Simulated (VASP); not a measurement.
# SiO2 (I4/mmm) in VASP: further runs

Aim: see how the results for SiO2 move with the level of theory and the settings. Levels: PBE, LDA, r2SCAN, RPBE+D3(BJ). Tasks: single point.

All numbers are computed with VASP 6.6.1; they aren't measurements. Logs are shortened: lines on timing, memory, paths and dates and some standing lists are left out, and cuts for length are marked.

## (1) The cell of the first run

The structure is tetragonal, space group I4/mmm (No. 139). Conventional cell: a = 8.944 Å, b = 8.944 Å, c = 5.224 Å, α = 90.00°, β = 90.00°, γ = 90.00°. Si (site symmetry m2m) has 4 O at 1.60 to 1.61 Å within 2.1 Å. O (site symmetry m2m) has 2 Si at 1.61 Å within 2.1 Å. O (site symmetry 2/m) has 2 Si at 1.60 Å within 2.1 Å.

## (2) Single point, PBE

INCAR reads:

```
SYSTEM = SiO2
PREC = Accurate
ENCUT = 600
EDIFF = 1E-6
ISMEAR = -1
SIGMA = 0.05
LREAL = .False.
LASPH = .True.
NELM = 120
ALGO = Normal
ISIF = 2
LWAVE = .False.
LCHARG = .False.
GGA = PE
NBANDS = 44
GGA_COMPAT = .False.
```

KPOINTS reads:

```
regular mesh
0
Gamma
  8 8 8
  0 0 0
```

POSCAR reads:

```
SiO2
1.0
   -4.4720405200      4.4720405200      2.6117703500
    4.4720405200     -4.4720405200      2.6117703500
    4.4720405200      4.4720405200     -2.6117703500
Si O
4 8
Direct
    0.8231114200      0.8231114200      0.6462228400
    0.1768885800      0.8231114200      0.0000000000
    0.8231114200      0.1768885800      0.0000000000
    0.1768885800      0.1768885800      0.3537771600
    0.0000000000      0.7914513400      0.7914513400
    0.2085486600      0.0000000000      0.2085486600
    0.7914513400      0.0000000000      0.7914513400
    0.0000000000      0.2085486600      0.2085486600
    0.0000000000      0.0000000000      0.5000000000
    0.5000000000      0.0000000000      0.0000000000
    0.0000000000      0.5000000000      0.0000000000
    0.5000000000      0.5000000000      0.5000000000
```

Potentials or basis: VASP PAW PBE potentials, release 64 (Si, O).

The run is started by

```
cat potpaw_PBE.64/Si/POTCAR potpaw_PBE.64/O/POTCAR > POTCAR
mpirun -np 1 vasp_std > vasp.out
```

OUTCAR:

```text
SYSTEM = SiO2
   PREC = Accurate
   ENCUT = 600
   EDIFF = 1E-6
   ISMEAR = -1
   LREAL = .False.
   LASPH = .True.
   NELM = 120
   ISIF = 2
   GGA = PE

 ion  position               nearest neighbor table
   1  0.823  0.823  0.646-   9 1.60  12 1.60   5 1.61   7 1.61
   2  0.177  0.823  0.000-  10 1.60  11 1.60   5 1.61   6 1.61
   3  0.823  0.177  0.000-  11 1.60  10 1.60   7 1.61   8 1.61
   4  0.177  0.177  0.354-  12 1.60   9 1.60   6 1.61   8 1.61
   5  0.000  0.791  0.791-   1 1.61   2 1.61
   6  0.209  0.000  0.209-   2 1.61   4 1.61
   7  0.791  0.000  0.791-   1 1.61   3 1.61
   8  0.000  0.209  0.209-   3 1.61   4 1.61
   9  0.000  0.000  0.500-   1 1.60   4 1.60
  10  0.500  0.000  0.000-   2 1.60   3 1.60
  11  0.000  0.500  0.000-   3 1.60   2 1.60
  12  0.500  0.500  0.500-   4 1.60   1 1.60

  LATTYP: Found a body centered tetragonal cell.
 ALAT       =     8.9440810400
 C/A-ratio  =     0.5840220674

  Lattice vectors:

 A1 = (  -4.4720405200,   4.4720405200,   2.6117703500)
 A2 = (   4.4720405200,  -4.4720405200,   2.6117703500)
 A3 = (   4.4720405200,   4.4720405200,  -2.6117703500)

Analysis of symmetry for initial positions (statically):
=====================================================================
 Subroutine PRICEL returns:
 Original cell was already a primitive cell.

 Routine SETGRP: Setting up the symmetry group for a
 body centered tetragonal supercell.

 Subroutine GETGRP returns: Found 16 space group operations
 (whereof 16 operations were pure point group operations)
 out of a pool of 16 trial point group operations.

The static configuration has the point symmetry D_4h.

Analysis of symmetry for dynamics (positions and initial velocities):
=====================================================================
 Subroutine PRICEL returns:
 Original cell was already a primitive cell.

 Routine SETGRP: Setting up the symmetry group for a
 body centered tetragonal supercell.

 Subroutine GETGRP returns: Found 16 space group operations
 (whereof 16 operations were pure point group operations)
 out of a pool of 16 trial point group operations.

The dynamic configuration has the point symmetry D_4h.

 Subroutine INISYM returns: Found 16 space group operations
 (whereof 16 operations are pure point group operations),
 and found     1 'primitive' translations

----------------------------------------------------------------------------------------

                                     Primitive cell

  volume of cell :     208.9327

  direct lattice vectors                    reciprocal lattice vectors
    -4.472040520  4.472040520  2.611770350     0.000000000  0.111805785  0.191441028
     4.472040520 -4.472040520  2.611770350     0.111805785  0.000000000  0.191441028
     4.472040520  4.472040520 -2.611770350     0.111805785  0.111805785  0.000000000

  length of vectors
     6.842487646  6.842487646  6.842487646     0.221698445  0.221698445  0.158117257

  position of ions in fractional coordinates (direct lattice)
     0.823111420  0.823111420  0.646222840
     0.176888580  0.823111420  0.000000000
     0.823111420  0.176888580  0.000000000
     0.176888580  0.176888580  0.353777160
     0.000000000  0.791451340  0.791451340
     0.208548660  0.000000000  0.208548660
     0.791451340  0.000000000  0.791451340
     0.000000000  0.208548660  0.208548660
     0.000000000  0.000000000  0.500000000
     0.500000000  0.000000000  0.000000000
     0.000000000  0.500000000  0.000000000
     0.500000000  0.500000000  0.500000000

  ion indices of the primitive-cell ions
   primitive index   ion index
                 1           1
                 2           2
                 3           3
                 4           4
                 5           5
                 6           6
                 7           7
                 8           8
                 9           9
                10          10
                11          11
                12          12

----------------------------------------------------------------------------------------

 KPOINTS: regular mesh

Automatic generation of k-mesh.
 Grid dimensions read from file:
 generate k-points for:    8    8    8

 Generating k-lattice:

  Cartesian coordinates                     Fractional coordinates (reciprocal lattice)
     0.000000000  0.013975723  0.023930128     0.125000000  0.000000000  0.000000000
     0.013975723  0.000000000  0.023930128     0.000000000  0.125000000  0.000000000
     0.013975723  0.013975723  0.000000000     0.000000000  0.000000000  0.125000000

  Length of vectors
     0.027712306  0.027712306  0.019764657

  Shift w.r.t. Gamma in fractional coordinates (k-lattice)
     0.000000000  0.000000000  0.000000000

 Subroutine IBZKPT returns following result:
 ===========================================

 Found     59 irreducible k-points:

 Following reciprocal coordinates:
            Coordinates               Weight
  0.000000  0.000000  0.000000      1.000000
  0.125000  0.000000  0.000000      8.000000
  0.250000  0.000000  0.000000      8.000000
  0.375000  0.000000  0.000000      8.000000
  0.500000  0.000000  0.000000      4.000000
  0.125000  0.125000  0.000000      8.000000
[... 16 lines left out ...]
  0.250000  0.125000  0.125000     16.000000
  0.375000  0.125000  0.125000      8.000000
 [... further k-points ...]
   k-points           NKPTS =     59   k-points in BZ     NKDIM =     59   number of bands    NBANDS=     44
   number of dos      NEDOS =    301   number of ions     NIONS =     12
   total plane-waves  NPLWV = 175616
   dimension x,y,z NGX =    56 NGY =   56 NGZ =   56
   dimension x,y,z NGXF=   112 NGYF=  112 NGZF=  112
   ions per type =               4   8
   NGX,Y,Z   is equivalent  to a cutoff of  13.61, 13.61, 13.61 a.u.
   NGXF,Y,Z  is equivalent  to a cutoff of  27.21, 27.21, 27.21 a.u.
 SYSTEM =  SiO2
   PREC   = accura    normal or accurate (medium, high low for compatibility)
   ISTART =      0    job   : 0-new  1-cont  2-samecut
   ICHARG =      2    charge: 1-file 2-atom 10-const
   ISPIN  =      1    spin polarized calculation?
   LNONCOLLINEAR =      F non collinear calculations
   LSORBIT =      F    spin-orbit coupling
   LASPH  =      T    aspherical Exc in radial PAW
   ENCUT  =  600.0 eV  44.10 Ry    6.64 a.u.  13.67 13.67 13.67*2*pi/ulx,y,z
   NELM   =    120;   NELMIN=  2; NELMDL= -5     # of ELM steps
   EDIFF  = 0.1E-05   stopping-criterion for ELM
   LREAL  =      F    real-space projection
   EDIFFG = 0.1E-04   stopping-criterion for IOM
   NSW    =      0    number of steps for IOM
   IBRION =     -1    ionic relax: 0-MD 1-quasi-New 2-CG
   NFREE  =      0    steps in history (QN), initial steepest desc. (CG)
   ISIF   =      2    stress and relaxation
   ISYM   =      2    0-nonsym 1-usesym 2-fastsym
   POTIM  = 0.5000    time-step for ionic-motion
   TEBEG  =    0.0;   TEEND  =   0.0 temperature during run
   PSTRESS=    0.0 pullay stress
   NELECT =      64.0000    total number of electrons
   NUPDOWN=      -1.0000    fix difference up-down
   EMIN   =  10.00;   EMAX   =-10.00  energy-range for DOS
   EFERMI =   0.00;   METHOD = LEGACY
   ISMEAR =    -1;   SIGMA  =   0.05  broadening in eV -4-tet -1-fermi 0-gaus
   EFERMI_NEDOS =   21; number of points for ismear=-14 and -15
   IALGO  =     38    algorithm
   IMIX   =      4    mixing-type and parameters
     AMIX     =   0.40;   BMIX     =  1.00
     AMIX_MAG =   1.60;   BMIX_MAG =  1.00
  volume/ion in A,a.u.               =      17.41       117.50
  Fermi-wavevector in a.u.,A,eV,Ry     =   1.103569  2.085442 16.570042  1.217864
  Thomas-Fermi vector in A             =   2.240029
   LORBIT       =      0    0 simple, 1 ext, 2 COOP (PROOUT), +10 PAW based schemes
   GGA     = PE    functional components
   LHFCALC =     F    Hartree Fock is set to
   AEXX    =    0.0000 exact exchange contribution
   IVDW    =     0    specifies the selected vdW correction
   LEPSILON=     F    determine dielectric tensor
   LRPA    =     F    only Hartree local field effects (RPA)
 non-spin polarized calculation
  energy-cutoff  :      600.00
  volume of cell :      208.93
 maximum number of plane-waves:      7006
   NGX = 27   NGY = 27   NGZ = 27

 number of electron      63.9999994 magnetization

 Free energy of the ion-electron system (eV)
  ---------------------------------------------------
  ext. energy  EPLUGINS =         0.00000000
  ---------------------------------------------------
  free energy    TOTEN  =       -94.82847602 eV

  energy without entropy =      -94.82847602  energy(sigma->0) =      -94.82847602

 E-fermi :   0.1090     XC(G=0):  -7.3381

 val. band max:       -1.0657490392   @ k =   0.5000   0.5000   0.5000
 cond. band min:       4.3895860413   @ k =   0.0000   0.0000   0.0000
 fundamental gap:      5.4553350805
 Fermi energy:         0.1090124127

 k-point     1 :       0.0000    0.0000    0.0000
  band No.  band energies     occupation
      1     -20.5479      2.00000
      2     -19.6837      2.00000
      3     -19.1409      2.00000
      4     -19.1409      2.00000
      5     -18.5456      2.00000
      6     -18.5097      2.00000
[... 36 lines left out ...]
     43      10.1623      0.00000
     44      10.1723      0.00000

 k-point     2 :       0.1250    0.0000    0.0000
  band No.  band energies     occupation
      1     -20.5093      2.00000
      2     -19.6822      2.00000
      3     -19.1989      2.00000
      4     -19.1413      2.00000
      5     -18.5444      2.00000
      6     -18.5126      2.00000
[... 1026 lines left out ...]
 k-point    24 :       0.3750    0.1250    0.1250
  band No.  band energies     occupation
      1     -20.1484      2.00000
      2     -19.6694      2.00000
      3     -19.6669      2.00000
      4     -19.1638      2.00000
      5     -18.5428      2.00000
      6     -18.5167      2.00000
[... 36 lines left out ...]
     43       9.9290      0.00000
     44      10.0810      0.00000

 [... further k-points ...]

------------------------ aborting loop because EDIFF is reached ----------------------------------------

  FORCE on cell =-STRESS in cart. coord.  units (eV):
  Direction    XX          YY          ZZ          XY          YZ          ZX
  --------------------------------------------------------------------------------------
  -------------------------------------------------------------------------------------
  Total        4.4849846      4.4849846      4.7405907      0.0000000      0.0000000      0.0000000
  in kB       34.3926069     34.3926069     36.3526945      0.0000000      0.0000000      0.0000000
  external PRESSURE =      35.0459694 kB  Pullay stress =       0.0000000 kB

 VOLUME and BASIS-vectors are now :
 -----------------------------------------------------------------------------
  energy-cutoff  :      600.00
  volume of cell :      208.93
      direct lattice vectors                 reciprocal lattice vectors
    -4.472040520  4.472040520  2.611770350     0.000000000  0.111805785  0.191441028
     4.472040520 -4.472040520  2.611770350     0.111805785  0.000000000  0.191441028
     4.472040520  4.472040520 -2.611770350     0.111805785  0.111805785  0.000000000

 POSITION                                       TOTAL-FORCE (eV/Angst)
 -----------------------------------------------------------------------------------
      2.88993      2.88993      2.61177         0.011808      0.011808     -0.000000
      2.88993     -2.88993      2.61177         0.011808     -0.011808      0.000000
     -2.88993      2.88993      2.61177        -0.011808      0.011808     -0.000000
      1.58211      1.58211      0.00000        -0.011808     -0.011808      0.000000
      7.07880      0.00000      0.00000        -0.202170      0.000000      0.000000
      0.00000      1.86528      0.00000         0.000000      0.202170      0.000000
      0.00000      7.07880      0.00000         0.000000     -0.202170      0.000000
      1.86528      0.00000      0.00000         0.202170      0.000000      0.000000
      2.23602      2.23602     -1.30589         0.000000      0.000000      0.000000
     -2.23602      2.23602      1.30589         0.000000      0.000000      0.000000
      2.23602     -2.23602      1.30589        -0.000000      0.000000      0.000000
      2.23602      2.23602      1.30589         0.000000      0.000000      0.000000
 -----------------------------------------------------------------------------------
    total drift:                               -0.000000     -0.000000      0.000000

  FREE ENERGIE OF THE ION-ELECTRON SYSTEM (eV)
  ---------------------------------------------------
  free  energy   TOTEN  =       -94.8284760172 eV

  energy  without entropy=      -94.8284760172  energy(sigma->0) =      -94.82847602
```

It took 9.8 min on 1 thread of Intel Xeon Platinum 8488C (Sapphire Rapids), shared host; peak memory 0.69 GiB.

What came out:

```
Free energy            : -94.8285 eV
Pressure               : 3.5 GPa
Largest force          : 0.202 eV/Å
Band gap on the k mesh : 5.46 eV (least direct gap 5.46 eV)
```

Forces in eV/Å, atoms in the order of the input:
```
Si   0.012  0.012  0.000
Si   0.012 -0.012  0.000
Si  -0.012  0.012  0.000
Si  -0.012 -0.012  0.000
O   -0.202  0.000  0.000
O    0.000  0.202  0.000
O    0.000 -0.202  0.000
O    0.202  0.000  0.000
O    0.000  0.000  0.000
O    0.000  0.000  0.000
O    0.000  0.000  0.000
O    0.000  0.000  0.000
```

Levels at points of the mesh, in eV from the valence-band top:
| k point | band 29 | band 30 | band 31 | band 32 | band 33 | band 34 | band 35 | band 36 |
| --- | --- | --- | --- | --- | --- | --- | --- | --- |
| (0.00, 0.00, 0.00) | -0.82 | -0.67 | -0.01 | -0.01 | 5.46 | 8.36 | 8.61 | 8.89 |
| (0.50, 0.00, 0.00) | -1.10 | -0.77 | -0.59 | -0.24 | 7.69 | 7.75 | 8.66 | 8.96 |
| (0.50, 0.50, 0.00) | -0.45 | -0.38 | -0.37 | -0.24 | 6.60 | 6.96 | 8.69 | 8.92 |
| (0.50, 0.50, 0.50) | -1.01 | -0.17 | 0.00 | 0.00 | 7.63 | 7.67 | 7.67 | 8.03 |

Caveat: the cell stands under pressure. A k mesh can miss the band edges.

## (3) Single point, LDA

INCAR reads:

```
PREC = Accurate
ENCUT = 520
EDIFF = 1E-6
ISMEAR = 0
SIGMA = 0.01
LREAL = F
LASPH = T
NELM = 100
ALGO = Normal
ISIF = 2
LWAVE = F
LCHARG = F
NBANDS = 44
```

KPOINTS reads:

```
regular mesh
0
Gamma
  6 6 6
```

POSCAR is that of step 2.

Potentials or basis: VASP PAW LDA potentials, release 64 (Si, O).

The run is started by

```
cat potpaw_LDA.64/Si/POTCAR potpaw_LDA.64/O/POTCAR > POTCAR
mpirun -np 1 vasp_std > vasp.out
```

OUTCAR:

```text
PREC = Accurate
   ENCUT = 520
   EDIFF = 1E-6
   ISMEAR = 0
   LREAL = F
   LASPH = T
   NELM = 100
   ISIF = 2

 ion  position               nearest neighbor table
   1  0.823  0.823  0.646-   9 1.60  12 1.60   5 1.61   7 1.61
   2  0.177  0.823  0.000-  10 1.60  11 1.60   5 1.61   6 1.61
   3  0.823  0.177  0.000-  11 1.60  10 1.60   7 1.61   8 1.61
   4  0.177  0.177  0.354-  12 1.60   9 1.60   6 1.61   8 1.61
   5  0.000  0.791  0.791-   1 1.61   2 1.61
   6  0.209  0.000  0.209-   2 1.61   4 1.61
   7  0.791  0.000  0.791-   1 1.61   3 1.61
   8  0.000  0.209  0.209-   3 1.61   4 1.61
   9  0.000  0.000  0.500-   1 1.60   4 1.60
  10  0.500  0.000  0.000-   2 1.60   3 1.60
  11  0.000  0.500  0.000-   3 1.60   2 1.60
  12  0.500  0.500  0.500-   4 1.60   1 1.60

  LATTYP: Found a body centered tetragonal cell.
 ALAT       =     8.9440810400
 C/A-ratio  =     0.5840220674

  Lattice vectors:

 A1 = (  -4.4720405200,   4.4720405200,   2.6117703500)
[... 211 lines left out ...]
      5     -18.4797      2.00000
      6     -18.4409      2.00000
[... 1117 lines left out ...]
     43       9.5339      0.00000
     44       9.6990      0.00000

 [... further k-points ...]

------------------------ aborting loop because EDIFF is reached ----------------------------------------

  FORCE on cell =-STRESS in cart. coord.  units (eV):
  Direction    XX          YY          ZZ          XY          YZ          ZX
  --------------------------------------------------------------------------------------
  -------------------------------------------------------------------------------------
  Total       -1.2198412     -1.2198412     -0.9407367      0.0000000      0.0000000     -0.0000000
  in kB       -9.3542171     -9.3542171     -7.2139354      0.0000000      0.0000000     -0.0000000
  external PRESSURE =      -8.6407899 kB  Pullay stress =       0.0000000 kB

 VOLUME and BASIS-vectors are now :
 -----------------------------------------------------------------------------
  energy-cutoff  :      520.00
  volume of cell :      208.93
      direct lattice vectors                 reciprocal lattice vectors
    -4.472040520  4.472040520  2.611770350     0.000000000  0.111805785  0.191441028
     4.472040520 -4.472040520  2.611770350     0.111805785  0.000000000  0.191441028
     4.472040520  4.472040520 -2.611770350     0.111805785  0.111805785  0.000000000

 POSITION                                       TOTAL-FORCE (eV/Angst)
 -----------------------------------------------------------------------------------
      2.88993      2.88993      2.61177         0.013626      0.013626      0.000000
      2.88993     -2.88993      2.61177         0.013626     -0.013626      0.000000
     -2.88993      2.88993      2.61177        -0.013626      0.013626      0.000000
      1.58211      1.58211      0.00000        -0.013626     -0.013626     -0.000000
      7.07880      0.00000      0.00000         0.028049     -0.000000      0.000000
      0.00000      1.86528      0.00000         0.000000     -0.028049      0.000000
      0.00000      7.07880      0.00000         0.000000      0.028049      0.000000
      1.86528      0.00000      0.00000        -0.028049      0.000000      0.000000
      2.23602      2.23602     -1.30589         0.000000      0.000000      0.000000
     -2.23602      2.23602      1.30589         0.000000      0.000000      0.000000
      2.23602     -2.23602      1.30589         0.000000      0.000000      0.000000
      2.23602      2.23602      1.30589         0.000000     -0.000000      0.000000
 -----------------------------------------------------------------------------------
    total drift:                               -0.000000     -0.000000      0.000000

  FREE ENERGIE OF THE ION-ELECTRON SYSTEM (eV)
  ---------------------------------------------------
  free  energy   TOTEN  =      -103.6209998590 eV

  energy  without entropy=     -103.6209998590  energy(sigma->0) =     -103.62099986
```

stdout:

```text
POSCAR found type information on POSCAR SiO
 POSCAR found :  2 types and      12 ions
 scaLAPACK will be used
 LDA part: xc-table for (Slater(with rela. corr.)+CA(PZ))
 , standard interpolation
 POSCAR, INCAR and KPOINTS ok, starting setup
 FFT: planning ... GRIDC
 FFT: planning ... GRID_SOFT
 FFT: planning ... GRID
 WAVECAR not read
 entering main loop
```

Wall time 6.3 min (1 thread of Intel Xeon Platinum 8375C at 2.90GHz (Ice Lake), shared host); peak memory 0.41 GiB.

Results:

| Property | Result |
| --- | --- |
| Free energy | -103.6210 eV |
| Pressure | -0.9 GPa |
| Largest force | 0.028 eV/Å |
| Band gap on the k mesh | 5.32 eV (least direct gap 5.33 eV) |

Forces on the atoms (eV/Å):
```
Si   0.014  0.014  0.000
Si   0.014 -0.014  0.000
Si  -0.014  0.014  0.000
Si  -0.014 -0.014  0.000
O    0.028  0.000  0.000
O    0.000 -0.028  0.000
O    0.000  0.028  0.000
O   -0.028  0.000  0.000
O    0.000  0.000  0.000
O    0.000  0.000  0.000
O    0.000  0.000  0.000
O    0.000  0.000  0.000
```

Stress tensor (GPa, compression positive):
```
-0.94  0.00  0.00
 0.00 -0.94  0.00
 0.00  0.00 -0.72
```

A k mesh can miss the band edges.

[end of part 1 of 2]
